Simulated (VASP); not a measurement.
Ca:

```
CELL_PARAMETERS angstrom
0.00000 2.79420 2.79420
2.79420 0.00000 2.79420
2.79420 2.79420 0.00000
ATOMIC_POSITIONS crystal
Ca 0.00000 0.00000 0.00000
```

Base run:

- Program: VASP 6.6.1
- Functional: r2SCAN
- Potentials or basis: VASP PAW PBE potentials, release 64 (Ca_sv)
- Cutoff: 520 eV
- k mesh: 8 × 8 × 8
- Occupations: fermi-dirac, width 0.05 eV
- Spin: no spin polarisation

Its results: band gap on the k mesh zero (bands 5 and 6 overlap by 0.58 eV); pressure -0.1 GPa.

Problem. The run is repeated on the same cell with these changes: functional from r2SCAN to LDA; potentials or basis from VASP PAW PBE potentials, release 64 (Ca_sv) to VASP PAW LDA potentials, release 64 (Ca_sv). What comes out?

Solution. Band gap on the k mesh zero (bands 5 and 6 overlap by 0.32 eV); pressure -2.2 GPa.

Caveats: the PAW data sets were made with another functional, which shifts forces and pressure a little (at least some runs).
